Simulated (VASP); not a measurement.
# NaH (I4mm) in VASP: a series of runs, part 2 of 2

VASP 6.6.1.

### Step 4. Single point, LDA (all Na atoms moved +0.263 Å, as atom 1 along Cartesian [0 1 0])

The input, INCAR:

```
ALGO = Normal
EDIFF = 1E-6
ENCUT = 520
ISIF = 2
ISMEAR = 0
LASPH = T
LCHARG = F
LREAL = F
LWAVE = F
NBANDS = 11
NELM = 60
PREC = Accurate
SIGMA = 0.05
```

The input, KPOINTS:

```
k-points
0
Gamma
  8 8 8
```

The input, POSCAR:

```
NaH
1.0
    0.0000000000      2.4400000000      2.4400000000
    2.4400000000      0.0000000000      2.4400000000
    2.4400000000      2.4400000000      0.0000000000
Na H
1 1
Direct
    0.0537909836     -0.0537909836      0.0537909836
    0.5000000000      0.5000000000      0.5000000000
```

The run is started by

```console
$ cat potpaw_LDA.64/Na_pv/POTCAR potpaw_LDA.64/H/POTCAR > POTCAR
$ mpirun -np 1 vasp_std > vasp.out
```

It took 17 s on 1 thread of Intel Xeon Platinum 8259CL at 2.50GHz (Skylake/Cascade Lake), shared host; peak memory 0.14 GiB.

The run converged. Its results:

* Free energy: -5.3520 eV
* Pressure: -2.1 GPa
* Largest force: 0.239 eV/Å
* Band gap on the k mesh: 3.35 eV, indirect (least direct gap 4.26 eV)

Forces on the atoms (eV/Å):
```
Na   0.000 -0.239  0.000
H    0.000  0.239  0.000
```

Stress tensor (GPa, compression positive):
```
-2.79  0.00  0.00
 0.00 -0.78  0.00
 0.00  0.00 -2.79
```

Levels at points of the mesh, in eV from the valence-band top:
| k point | band 2 | band 3 | band 4 | band 5 | band 6 | band 7 |
| --- | --- | --- | --- | --- | --- | --- |
| (0.00, 0.00, 0.00) | -22.22 | -22.21 | -3.71 | 9.98 | 14.78 | 14.78 |
| (0.50, 0.00, 0.00) | -22.23 | -22.22 | -0.91 | 3.35 | 10.31 | 12.90 |
| (0.50, 0.50, 0.00) | -22.25 | -22.24 | -0.19 | 4.24 | 9.42 | 9.77 |
| (0.50, 0.00, 0.50) | -22.25 | -22.25 | -0.21 | 4.31 | 9.56 | 10.15 |

Caveat: the cell differs from its parent crystal (all Na atoms moved +0.263 Å, as atom 1 along Cartesian [0 1 0]).

### Step 5. Single point, LDA (all Na atoms moved +0.188 Å, as atom 1 along Cartesian [0 1 0])

Changes to INCAR since step 4:

```diff
@@ -10,3 +10,3 @@
 NBANDS = 11
-NELM = 60
+NELM = 100
 PREC = Accurate
```

KPOINTS is that of step 4.

Changes to POSCAR since step 4:

```diff
@@ -8,3 +8,3 @@
 Direct
-    0.0537909836     -0.0537909836      0.0537909836
+    0.0384221311     -0.0384221311      0.0384221311
     0.5000000000      0.5000000000      0.5000000000
```

Potentials or basis: VASP PAW LDA potentials, release 64 (Na_pv, H).

The run is started by

```console
$ cat potpaw_LDA.64/Na_pv/POTCAR potpaw_LDA.64/H/POTCAR > POTCAR
$ mpirun -np 1 vasp_std > vasp.out
```

OUTCAR:

```text
EDIFF = 1E-6
   ENCUT = 520
   ISIF = 2
   ISMEAR = 0
   LASPH = T
   LREAL = F
   NELM = 100
   PREC = Accurate

 ion  position               nearest neighbor table
   1  0.038  0.962  0.038-
   2  0.500  0.500  0.500-

  LATTYP: Found a face centered cubic cell.
 ALAT       =     4.8800000000

  Lattice vectors:

 A1 = (   0.0000000000,   2.4400000000,   2.4400000000)
 A2 = (   2.4400000000,   0.0000000000,   2.4400000000)
[... 521 lines left out ...]

------------------------ aborting loop because EDIFF is reached ----------------------------------------

  FORCE on cell =-STRESS in cart. coord.  units (eV):
  Direction    XX          YY          ZZ          XY          YZ          ZX
  --------------------------------------------------------------------------------------
  -------------------------------------------------------------------------------------
  Total       -0.4954027     -0.3125777     -0.4954027     -0.0000000      0.0000000      0.0000000
  in kB      -27.3192936    -17.2372933    -27.3192936     -0.0000000      0.0000000      0.0000000
  external PRESSURE =     -23.9586268 kB  Pullay stress =       0.0000000 kB

 VOLUME and BASIS-vectors are now :
 -----------------------------------------------------------------------------
  energy-cutoff  :      520.00
  volume of cell :       29.05
      direct lattice vectors                 reciprocal lattice vectors
     0.000000000  2.440000000  2.440000000    -0.204918033  0.204918033  0.204918033
     2.440000000  0.000000000  2.440000000     0.204918033 -0.204918033  0.204918033
     2.440000000  2.440000000  0.000000000     0.204918033  0.204918033 -0.204918033

 POSITION                                       TOTAL-FORCE (eV/Angst)
 -----------------------------------------------------------------------------------
      2.44000      0.18750      2.44000         0.000000     -0.150407      0.000000
      2.44000      2.44000      2.44000         0.000000      0.150407      0.000000
 -----------------------------------------------------------------------------------
    total drift:                               -0.000000      0.000168     -0.000000

  FREE ENERGIE OF THE ION-ELECTRON SYSTEM (eV)
  ---------------------------------------------------
  free  energy   TOTEN  =        -5.3665102605 eV

  energy  without entropy=       -5.3665102605  energy(sigma->0) =       -5.36651026
```

stdout:

```text
POSCAR found type information on POSCAR NaH
 POSCAR found :  2 types and       2 ions
 scaLAPACK will be used
 LDA part: xc-table for (Slater(with rela. corr.)+CA(PZ))
 , standard interpolation
 POSCAR, INCAR and KPOINTS ok, starting setup
 FFT: planning ... GRIDC
 FFT: planning ... GRID_SOFT
 FFT: planning ... GRID
 WAVECAR not read
 entering main loop
```

Run time: 15 s. Hardware: 1 thread of Intel Xeon Platinum 8259CL at 2.50GHz (Skylake/Cascade Lake), shared host; peak memory 0.14 GiB.

What came out:

* Free energy: -5.3665 eV
* Pressure: -2.4 GPa
* Largest force: 0.150 eV/Å
* Band gap on the k mesh: 3.36 eV, indirect (least direct gap 4.26 eV)

Forces on the atoms (eV/Å):
```
Na   0.000 -0.150  0.000
H    0.000  0.150  0.000
```

Levels at points of the mesh, in eV from the valence-band top:
```tsv
k point	band 2	band 3	band 4	band 5	band 6	band 7
(0.00, 0.00, 0.00)	-22.22	-22.22	-3.71	10.05	14.86	14.86
(0.50, 0.00, 0.00)	-22.23	-22.23	-0.90	3.36	10.34	12.90
(0.50, 0.50, 0.00)	-22.25	-22.25	-0.19	4.24	9.48	9.92
(0.50, 0.00, 0.50)	-22.25	-22.25	-0.20	4.28	9.56	10.15
```

Caveat: the cell differs from its parent crystal (all Na atoms moved +0.188 Å, as atom 1 along Cartesian [0 1 0]). A k mesh can miss the band edges.
